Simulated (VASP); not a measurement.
# WC (P-6m2) in VASP: further runs

Runs on WC. Level: r2SCAN. Tasks: single point.

Everything below comes from runs of VASP 6.6.1. Logs are shortened: lines on timing, memory, paths and dates and some standing lists are left out, and cuts for length are marked.

## (1) The cell of the first run

It takes space group P-6m2 (No. 187, hexagonal). Conventional cell: a = 3.062 Å, b = 3.062 Å, c = 2.539 Å, α = 90.00°, β = 90.00°, γ = 120.00°. W (site symmetry -6m2) has 6 C at 2.18 Å and 2 W at 2.54 Å within 2.9 Å. C (site symmetry -6m2) has 6 W at 2.18 Å and 2 C at 2.54 Å within 2.9 Å.

## (2) Single point, r2SCAN

POSCAR

```
WC
1.0
    3.0619642063      0.0000000000      0.0000000000
   -1.5309821031      2.6517387881      0.0000000000
    0.0000000000      0.0000000000      2.5385101132
W C
1 1
Direct
    0.0000000000      0.0000000000      0.0000000000
    0.6666666667      0.3333333333      0.5000000000
```

INCAR.step1

```
ALGO = Normal
EDIFF = 1E-4
ENCUT = 520
GGA = PE
ISMEAR = 0
LASPH = T
LCHARG = F
LREAL = F
LWAVE = T
NBANDS = 16
NELM = 100
PREC = Accurate
SIGMA = 0.15
```

INCAR.step2

```
ALGO = Normal
EDIFF = 1E-6
ENCUT = 520
ISIF = 2
ISMEAR = 0
ISTART = 1
LASPH = T
LCHARG = F
LMIXTAU = T
LREAL = F
LWAVE = F
METAGGA = R2SCAN
NBANDS = 16
NELM = 100
PREC = Accurate
SIGMA = 0.15
```

KPOINTS

```
k-points
0
Gamma
  21 21 18
```

Potentials or basis: VASP PAW PBE potentials, release 64 (W_sv, C).

Started as:

```console
$ cat potpaw_PBE.64/W_sv/POTCAR potpaw_PBE.64/C/POTCAR > POTCAR
$ cp INCAR.step1 INCAR
$ mpirun -np 1 vasp_std > vasp.out
$ cp INCAR.step2 INCAR
$ mpirun -np 1 vasp_std > vasp.out
```

OUTCAR:

```text
EDIFF = 1E-6
   ENCUT = 520
   ISIF = 2
   ISMEAR = 0
   ISTART = 1
   LASPH = T
   LREAL = F
   METAGGA = R2SCAN
   NELM = 100
   PREC = Accurate

 ion  position               nearest neighbor table
   1  0.000  0.000  0.000-   2 2.18   2 2.18   2 2.18   2 2.18   2 2.18   2 2.18
   2  0.667  0.333  0.500-   1 2.18   1 2.18   1 2.18   1 2.18   1 2.18   1 2.18

  LATTYP: Found a hexagonal cell.
 ALAT       =     3.0619642063
 C/A-ratio  =     0.8290463056

  Lattice vectors:

 A1 = (   3.0619642063,   0.0000000000,   0.0000000000)
 A2 = (  -1.5309821031,   2.6517387881,   0.0000000000)
 A3 = (   0.0000000000,   0.0000000000,   2.5385101132)

Analysis of symmetry for initial positions (statically):
=====================================================================
 Subroutine PRICEL returns:
 Original cell was already a primitive cell.

 Routine SETGRP: Setting up the symmetry group for a
 hexagonal supercell.

 Subroutine GETGRP returns: Found 12 space group operations
 (whereof 12 operations were pure point group operations)
 out of a pool of 24 trial point group operations.

The static configuration has the point symmetry D_3h.

Analysis of symmetry for dynamics (positions and initial velocities):
=====================================================================
 Subroutine PRICEL returns:
 Original cell was already a primitive cell.

 Routine SETGRP: Setting up the symmetry group for a
 hexagonal supercell.

 Subroutine GETGRP returns: Found 12 space group operations
 (whereof 12 operations were pure point group operations)
 out of a pool of 24 trial point group operations.

The dynamic configuration has the point symmetry D_3h.

 Subroutine INISYM returns: Found 12 space group operations
 (whereof 12 operations are pure point group operations),
 and found     1 'primitive' translations

----------------------------------------------------------------------------------------

                                     Primitive cell

  volume of cell :      20.6115

  direct lattice vectors                    reciprocal lattice vectors
     3.061964206  0.000000000  0.000000000     0.326587750  0.188555525  0.000000000
    -1.530982103  2.651738788  0.000000000     0.000000000  0.377111050  0.000000000
     0.000000000  0.000000000  2.538510113     0.000000000  0.000000000  0.393931856

  length of vectors
     3.061964206  3.061964206  2.538510113     0.377111050  0.377111050  0.393931856

  position of ions in fractional coordinates (direct lattice)
     0.000000000  0.000000000  0.000000000
     0.666666667  0.333333333  0.500000000

  ion indices of the primitive-cell ions
   primitive index   ion index
                 1           1
                 2           2

----------------------------------------------------------------------------------------

 KPOINTS: k-points

Automatic generation of k-mesh.
 Grid dimensions read from file:
 generate k-points for:   21   21   18

 Generating k-lattice:

  Cartesian coordinates                     Fractional coordinates (reciprocal lattice)
     0.015551798  0.008978835  0.000000000     0.047619048 -0.000000000  0.000000000
     0.000000000  0.017957669  0.000000000     0.000000000  0.047619048  0.000000000
     0.000000000  0.000000000  0.021885103     0.000000000  0.000000000  0.055555556

  Length of vectors
     0.017957669  0.017957669  0.021885103

  Shift w.r.t. Gamma in fractional coordinates (k-lattice)
     0.000000000  0.000000000  0.000000000

 Subroutine IBZKPT returns following result:
 ===========================================

 Found    480 irreducible k-points:

 Following reciprocal coordinates:
            Coordinates               Weight
  0.000000  0.000000  0.000000      1.000000
  0.047619 -0.000000  0.000000      6.000000
  0.095238 -0.000000  0.000000      6.000000
  0.142857 -0.000000  0.000000      6.000000
  0.190476 -0.000000  0.000000      6.000000
  0.238095 -0.000000  0.000000      6.000000
[... 16 lines left out ...]
  0.142857  0.095238  0.000000     12.000000
  0.190476  0.095238  0.000000     12.000000
 [... further k-points ...]
   k-points           NKPTS =    480   k-points in BZ     NKDIM =    480   number of bands    NBANDS=     16
   number of dos      NEDOS =    301   number of ions     NIONS =      2
   total plane-waves  NPLWV =  11520
   dimension x,y,z NGX =    24 NGY =   24 NGZ =   20
   dimension x,y,z NGXF=    48 NGYF=   48 NGZF=   40
   ions per type =               1   1
   NGX,Y,Z   is equivalent  to a cutoff of  13.03, 13.03, 13.10 a.u.
   NGXF,Y,Z  is equivalent  to a cutoff of  26.06, 26.06, 26.20 a.u.
 SYSTEM =  unknown system
   PREC   = accura    normal or accurate (medium, high low for compatibility)
   ISTART =      1    job   : 0-new  1-cont  2-samecut
   ICHARG =      0    charge: 1-file 2-atom 10-const
   ISPIN  =      1    spin polarized calculation?
   LNONCOLLINEAR =      F non collinear calculations
   LSORBIT =      F    spin-orbit coupling
   LASPH  =      T    aspherical Exc in radial PAW
   ENCUT  =  520.0 eV  38.22 Ry    6.18 a.u.   5.69  5.69  4.72*2*pi/ulx,y,z
   NELM   =    100;   NELMIN=  2; NELMDL=  0     # of ELM steps
   EDIFF  = 0.1E-05   stopping-criterion for ELM
   LREAL  =      F    real-space projection
   EDIFFG = 0.1E-04   stopping-criterion for IOM
   NSW    =      0    number of steps for IOM
   IBRION =     -1    ionic relax: 0-MD 1-quasi-New 2-CG
   NFREE  =      0    steps in history (QN), initial steepest desc. (CG)
   ISIF   =      2    stress and relaxation
   ISYM   =      2    0-nonsym 1-usesym 2-fastsym
   POTIM  = 0.5000    time-step for ionic-motion
   TEBEG  =    0.0;   TEEND  =   0.0 temperature during run
   PSTRESS=    0.0 pullay stress
   NELECT =      18.0000    total number of electrons
   NUPDOWN=      -1.0000    fix difference up-down
   EMIN   =  10.00;   EMAX   =-10.00  energy-range for DOS
   EFERMI =   0.00;   METHOD = LEGACY
   ISMEAR =     0;   SIGMA  =   0.15  broadening in eV -4-tet -1-fermi 0-gaus
   EFERMI_NEDOS =   21; number of points for ismear=-14 and -15
   IALGO  =     38    algorithm
   IMIX   =      4    mixing-type and parameters
     AMIX     =   0.40;   BMIX     =  1.00
     AMIX_MAG =   1.60;   BMIX_MAG =  1.00
  volume/ion in A,a.u.               =      10.31        69.55
  Fermi-wavevector in a.u.,A,eV,Ry     =   1.564813  2.957068 33.315762  2.448639
  Thomas-Fermi vector in A             =   2.667381
   LORBIT       =      0    0 simple, 1 ext, 2 COOP (PROOUT), +10 PAW based schemes
   METAGGA = R2SCAN    functional components
   LHFCALC =     F    Hartree Fock is set to
   AEXX    =    0.0000 exact exchange contribution
   IVDW    =     0    specifies the selected vdW correction
   LEPSILON=     F    determine dielectric tensor
   LRPA    =     F    only Hartree local field effects (RPA)
 non-spin polarized calculation
 Gauss-broadening in eV      SIGMA  =   0.15
  energy-cutoff  :      520.00
  volume of cell :       20.61
 maximum number of plane-waves:       570
 NGX is ok and might be reduce to    24

 number of electron      18.0000000 magnetization

 Free energy of the ion-electron system (eV)
  ---------------------------------------------------
  ext. energy  EPLUGINS =         0.00000000
  ---------------------------------------------------
  free energy    TOTEN  =       -60.70200839 eV

  energy without entropy =      -60.69724483  energy(sigma->0) =      -60.69962661

 E-fermi :  11.3373     XC(G=0): -14.9445

 val. band max:       11.3327749687   @ k =   0.1429   0.0476   0.3889
 cond. band min:      11.3381532914   @ k =   0.1429  -0.0000   0.5000
 fundamental gap:      0.0053783227
 Fermi energy:        11.3373476312

 k-point     1 :       0.0000    0.0000    0.0000
  band No.  band energies     occupation
      1     -64.7659      2.00000
      2     -28.1861      2.00000
      3     -28.1861      2.00000
      4     -27.5208      2.00000
      5      -4.3110      2.00000
      6       6.2991      2.00000
[... 8 lines left out ...]
     15      27.7206      0.00000
     16      27.7214      0.00000

 k-point     2 :       0.0476   -0.0000    0.0000
  band No.  band energies     occupation
      1     -64.7651      2.00000
      2     -28.1996      2.00000
      3     -28.1892      2.00000
      4     -27.5195      2.00000
      5      -4.2558      2.00000
      6       6.1273      2.00000
[... 8 lines left out ...]
     15      27.2351      0.00000
     16      27.8352      0.00000

 k-point     3 :       0.0952   -0.0000    0.0000
  band No.  band energies     occupation
      1     -64.7629      2.00000
      2     -28.2385      2.00000
      3     -28.1981      2.00000
      4     -27.5156      2.00000
      5      -4.0935      2.00000
      6       5.8254      2.00000
[... 8 lines left out ...]
     15      26.7828      0.00000
     16      28.1665      0.00000

 k-point     4 :       0.1429   -0.0000    0.0000
  band No.  band energies     occupation
      1     -64.7594      2.00000
      2     -28.2992      2.00000
      3     -28.2120      2.00000
      4     -27.5095      2.00000
      5      -3.8342      2.00000
      6       5.4421      2.00000
[... 8 lines left out ...]
     15      26.4777      0.00000
     16      28.6804      0.00000

 k-point     5 :       0.1905   -0.0000    0.0000
  band No.  band energies     occupation
      1     -64.7549      2.00000
      2     -28.3755      2.00000
      3     -28.2297      2.00000
      4     -27.5018      2.00000
      5      -3.4943      2.00000
      6       5.0219      2.00000
[... 8 lines left out ...]
     15      26.3118      0.00000
     16      29.3275      0.00000

 k-point     6 :       0.2381   -0.0000    0.0000
  band No.  band energies     occupation
      1     -64.7499      2.00000
      2     -28.4603      2.00000
      3     -28.2495      2.00000
      4     -27.4931      2.00000
      5      -3.0969      2.00000
      6       4.6080      2.00000
[... 8 lines left out ...]
     15      26.2861      0.00000
     16      30.0388      0.00000

 k-point     7 :       0.2857   -0.0000    0.0000
  band No.  band energies     occupation
      1     -64.7447      2.00000
      2     -28.5459      2.00000
      3     -28.2697      2.00000
      4     -27.4842      2.00000
      5      -2.6715      2.00000
      6       4.2340      2.00000
[... 8 lines left out ...]
     15      26.4096      0.00000
     16      29.0558      0.00000

 k-point     8 :       0.3333   -0.0000    0.0000
  band No.  band energies     occupation
      1     -64.7399      2.00000
      2     -28.6248      2.00000
      3     -28.2885      2.00000
      4     -27.4758      2.00000
      5      -2.2540      2.00000
      6       3.9229      2.00000
[... 8 lines left out ...]
     15      26.6086      0.00000
     16      28.0587      0.00000

 k-point     9 :       0.3810   -0.0000    0.0000
  band No.  band energies     occupation
      1     -64.7359      2.00000
      2     -28.6903      2.00000
      3     -28.3042      2.00000
      4     -27.4688      2.00000
      5      -1.8854      2.00000
      6       3.6885      2.00000
[... 8 lines left out ...]
     15      26.3170      0.00000
     16      27.8413      0.00000
[... 172 lines left out ...]
 k-point    19 :       0.3810    0.0476    0.0000
  band No.  band energies     occupation
      1     -64.7341      2.00000
      2     -28.7135      2.00000
      3     -28.3182      2.00000
      4     -27.4656      2.00000
      5      -1.7055      2.00000
      6       3.6059      2.00000
[... 8 lines left out ...]
     15      26.0434      0.00000
     16      28.0090      0.00000

 k-point    20 :       0.4286    0.0476    0.0000
  band No.  band energies     occupation
      1     -64.7318      2.00000
      2     -28.7486      2.00000
      3     -28.3273      2.00000
      4     -27.4618      2.00000
      5      -1.4893      2.00000
      6       3.4972      2.00000
[... 8 lines left out ...]
     15      25.4197      0.00000
     16      28.5084      0.00000

 k-point    21 :       0.4762    0.0476    0.0000
  band No.  band energies     occupation
      1     -64.7311      2.00000
      2     -28.7606      2.00000
      3     -28.3304      2.00000
      4     -27.4605      2.00000
      5      -1.4135      2.00000
      6       3.4620      2.00000
[... 8 lines left out ...]
     15      25.1638      0.00000
     16      28.7304      0.00000

 k-point    22 :       0.0952    0.0952    0.0000
  band No.  band energies     occupation
      1     -64.7574      2.00000
      2     -28.3297      2.00000
      3     -28.2234      2.00000
      4     -27.5061      2.00000
      5      -3.6841      2.00000
      6       5.2541      2.00000
[... 8 lines left out ...]
     15      26.4024      0.00000
     16      28.8891      0.00000

 k-point    23 :       0.1429    0.0952    0.0000
  band No.  band energies     occupation
      1     -64.7532      2.00000
      2     -28.3985      2.00000
      3     -28.2441      2.00000
      4     -27.4987      2.00000
      5      -3.3531      2.00000
      6       4.8814      2.00000
[... 8 lines left out ...]
     15      26.3054      0.00000
     16      29.3929      0.00000

 k-point    24 :       0.1905    0.0952    0.0000
  band No.  band energies     occupation
      1     -64.7483      2.00000
      2     -28.4749      2.00000
      3     -28.2677      2.00000
      4     -27.4904      2.00000
      5      -2.9651      2.00000
      6       4.5108      2.00000
[... 8 lines left out ...]
     15      26.3101      0.00000
     16      29.5935      0.00000

 [... further k-points ...]
[... 5 lines left out ...]
  --------------------------------------------------------------------------------------
  -------------------------------------------------------------------------------------
  Total       -2.7708008     -2.7708008     14.2220893     -0.0000000      0.0000000      0.0000000
  in kB     -215.3803824   -215.3803824   1105.5139722     -0.0000000      0.0000000      0.0000000
  external PRESSURE =     224.9177358 kB  Pullay stress =       0.0000000 kB

 VOLUME and BASIS-vectors are now :
 -----------------------------------------------------------------------------
  energy-cutoff  :      520.00
  volume of cell :       20.61
      direct lattice vectors                 reciprocal lattice vectors
     3.061964206  0.000000000  0.000000000     0.326587750  0.188555525  0.000000000
    -1.530982103  2.651738788  0.000000000     0.000000000  0.377111050  0.000000000
     0.000000000  0.000000000  2.538510113     0.000000000  0.000000000  0.393931856

 POSITION                                       TOTAL-FORCE (eV/Angst)
 -----------------------------------------------------------------------------------
      0.00000      0.00000      0.00000        -0.000000      0.000000      0.000000
      1.53098      0.88391      1.26926         0.000000     -0.000000      0.000000
 -----------------------------------------------------------------------------------
    total drift:                                0.000000     -0.000000      0.000000

  FREE ENERGIE OF THE ION-ELECTRON SYSTEM (eV)
  ---------------------------------------------------
  free  energy   TOTEN  =       -60.7020083939 eV

  energy  without entropy=      -60.6972448330  energy(sigma->0) =      -60.69962661
```

Wall time 2.9 min (1 thread of Intel Xeon Platinum 8488C (Sapphire Rapids), shared host); peak memory 0.26 GiB.

What came out:

```yaml
Free_energy: -60.7020 eV
Pressure: 22.5 GPa
Band_gap_on_the_k_mesh: zero (band 9 reaches 13.18 eV, above the bottom of band 10 at 10.53 eV)
```

Stress tensor (GPa, compression positive):
```
-21.54   0.00   0.00
  0.00 -21.54   0.00
  0.00   0.00 110.55
```

Caveat: the PAW data sets were made with another functional, which shifts forces and pressure a little; spin-orbit coupling is left out, which moves the levels of the heavy elements.

## (3) Single point, r2SCAN

This run uses another cell than the first one, of the same volume but with other edges.

POSCAR

```
WC
1.0
    2.7294763531      0.0000000000      0.0000000000
   -1.3647381766      2.3637958608      0.0000000000
    0.0000000000      0.0000000000      3.1946291108
W C
1 1
Direct
    0.0000000000      0.0000000000      0.0000000000
    0.6666666667      0.3333333333      0.5000000000
```

INCAR.step1

```
SYSTEM = WC
PREC = Accurate
ENCUT = 520
ISMEAR = 0
SIGMA = 0.15
LREAL = .False.
LASPH = .True.
NELM = 100
NBANDS = 16
GGA = PE
ALGO = Normal
EDIFF = 1E-4
LWAVE = .True.
LCHARG = .False.
```

INCAR.step2

```
SYSTEM = WC
PREC = Accurate
ENCUT = 520
EDIFF = 1E-7
ISMEAR = 0
SIGMA = 0.15
LREAL = .False.
LASPH = .True.
NELM = 100
ALGO = Normal
ISIF = 2
LWAVE = .False.
LCHARG = .False.
METAGGA = R2SCAN
LMIXTAU = .True.
NBANDS = 16
ISTART = 1
```

KPOINTS

```
Automatic mesh
0
Gamma
  21 21 18
  0 0 0
```

Potentials or basis: VASP PAW PBE potentials, release 64 (W_sv, C).

Started as:

```console
$ cat potpaw_PBE.64/W_sv/POTCAR potpaw_PBE.64/C/POTCAR > POTCAR
$ cp INCAR.step1 INCAR
$ mpirun -np 1 vasp_std > vasp.out
$ cp INCAR.step2 INCAR
$ mpirun -np 1 vasp_std > vasp.out
```

It took 4.8 min on 1 thread of Intel Xeon Platinum 8488C (Sapphire Rapids), shared host; peak memory 0.26 GiB.

The run converged. Its results:

| Item | Value |
| --- | --- |
| Free energy | -60.5720 eV |
| Pressure | 8.0 GPa |
| Band gap on the k mesh | zero (band 9 reaches 11.79 eV, above the bottom of band 10 at 10.66 eV) |

Stress tensor (GPa, compression positive):
```
 49.68   0.00   0.00
  0.00  49.68   0.00
  0.00   0.00 -75.46
```

Levels at points of the mesh, in eV from the Fermi level:
```tsv
k point	band 7	band 8	band 9	band 10	band 11	band 12
(0.00, 0.00, 0.00)	-2.47	-2.47	-1.84	3.27	3.27	5.07
(0.00, 0.00, 0.50)	-0.94	-0.94	-0.37	-0.37	0.16	5.45
```

Caveat: the PAW data sets were made with another functional, which shifts forces and pressure a little; spin-orbit coupling is left out, which moves the levels of the heavy elements.
